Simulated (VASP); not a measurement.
A run of VASP 6.6.1:

INCAR

```
  ALGO = Normal
  EDIFF = 1E-7
  ENCUT = 520
  GGA = PE
  ISIF = 2
  ISMEAR = -1
  LASPH = T
  LCHARG = F
  LREAL = F
  LWAVE = F
  NBANDS = 15
  NELM = 100
  PREC = Accurate
  SIGMA = 0.02
```

Contents of KPOINTS:

```
k-points
0
Gamma
  6 6 6
```

POSCAR

```
RbBr
1.0
    0.0362759610      3.8782993979      3.8782993979
    3.8782993979      0.0362759610      3.8782993979
    3.8782993979      3.8782993979      0.0362759610
Rb Br
1 1
Direct
    0.0010295211      0.0010295211      0.0010295211
    0.2489704789      0.2489704789      0.2489704789
```

Potentials or basis: VASP PAW PBE potentials, release 64 (Rb_sv, Br).

Launch:

```bash
$ cat potpaw_PBE.64/Rb_sv/POTCAR potpaw_PBE.64/Br/POTCAR > POTCAR
$ mpirun -np 1 vasp_std > vasp.out
```

Hardware: 1 thread of Intel(R) Xeon(R) 6975P-C (Granite Rapids), on a shared host.

Task: How long does it take, and how much memory?

Result: Run time: 37 s on 1 thread of Intel(R) Xeon(R) 6975P-C (Granite Rapids), on a shared host, peak memory 0.27 GiB. Counts: scf iterations 14, k points 32.
